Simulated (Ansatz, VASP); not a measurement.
## Two plane-wave programs on Mo

Contents of INCAR:

```
PREC = Accurate
ENCUT = 520
EDIFF = 1E-6
ISMEAR = 0
SIGMA = 0.15
LREAL = F
LASPH = T
NELM = 100
ALGO = Fast
ISIF = 2
LWAVE = F
LCHARG = T
GGA = PE
LELF = T
LVHAR = T
NBANDS = 13
```

The input KPOINTS:

```
Automatic mesh
0
Gamma
  22 22 22
```

POSCAR

```
Mo
1.0
   -1.5710000000      1.5710000000      1.4924500000
    1.5710000000     -1.5710000000      1.4924500000
    1.5710000000      1.5710000000     -1.4924500000
Mo
1
Direct
    0.0000000000      0.0000000000      0.0000000000
```

Input for Ansatz:

```yaml
crystal:
  lattice:
    - [-1.571, 1.571, 1.49245]
    - [1.571, -1.571, 1.49245]
    - [1.571, 1.571, -1.49245]
  atoms:
    - { symbol: Mo, position: [0.0, 0.0, 0.0] }
basis:
  ecutwfc: 420
kpoints:
  mp_grid: { grid: [22, 22, 22] }
hamiltonian:
  xc: pbe
scf:
  occupations: { method: gaussian, width: 0.15 }
output:
  forces: true
  stress: true
  eigenvalues: true
```

Change from the starting cell: strain -0.0500 x Voigt [0, 0, 1, 0, 0, 0], atoms carried along.

Alike in both runs: task single point; functional PBE; k mesh 22 × 22 × 22; occupations gaussian, width 0.15 eV; no spin polarisation.

|  | VASP | Ansatz |
| --- | --- | --- |
| version | VASP 6.6.1 | Ansatz 0.2.0 |
| potentials or method | VASP PAW PBE potentials, release 64 (Mo_sv), cutoff 520 eV | scalar-relativistic, plane waves, PAW |
| valence electrons in the cell | 14 | 14 |

```csv
,VASP,Ansatz,Ansatz less VASP
gap on the k mesh at the Fermi level (eV),none,none,-
pressure (GPa),21.8,21.1,-0.69
"traceless stress, the component that is largest in VASP (GPa)",12.10,12.10,+0.004
```

A gap of «none» marks a metal or a gap that the smearing closes.
